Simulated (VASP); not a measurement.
Here is a VASP 6.6.1 calculation.

The input INCAR:

```
  PREC = Accurate
  ENCUT = 600
  EDIFF = 1E-6
  ISMEAR = 0
  SIGMA = 0.1
  LREAL = F
  LASPH = T
  NELM = 100
  ALGO = Normal
  ISIF = 3
  LWAVE = F
  LCHARG = F
  GGA = PE
  IBRION = 2
  NSW = 100
  EDIFFG = -0.005
```

The input KPOINTS:

```
Automatic mesh
0
Gamma
  12 12 14
```

File POSCAR:

```
Li
1.0
    4.9488671308      0.0000000000      0.0000000000
   -2.4744335654      4.2858446552      0.0000000000
    0.0000000000      0.0000000000      2.8888430000
Li
3
Direct
    0.0000000000      0.0000000000      0.0000000000
    0.6666666700      0.3333333300      0.5000000000
    0.3333333300      0.6666666700      0.5000000000
```

Potentials or basis: VASP PAW PBE potentials, release 64 (Li_sv).

Command:

```console
$ cat potpaw_PBE.64/Li_sv/POTCAR > POTCAR
$ mpirun -np 1 vasp_std > vasp.out
```

Predict the relaxed volume.

20.08 Å³/atom.

Estimate the relaxed cell.

a = 4.912 Å, b = 4.912 Å, c = 2.883 Å, α = 90.00°, β = 90.00°, γ = 120.00°.

Estimate the space group after relaxing (to 0.05 Å).

P6/mmm (No. 191).

The path:
```tsv
step	energy change (eV)	largest force (eV/Å)	pressure (GPa)	volume (Å³)
1	0.0000	0.0000	-0.23	61.27
2	-0.0004	0.0000	-0.18	61.01
3	-0.0010	0.0000	-0.01	60.25
```

Caveat: the cutoff is under 1.25 times the usual one of these potentials, so pressure, stress and relaxed cells hold a basis-set (Pulay) error.
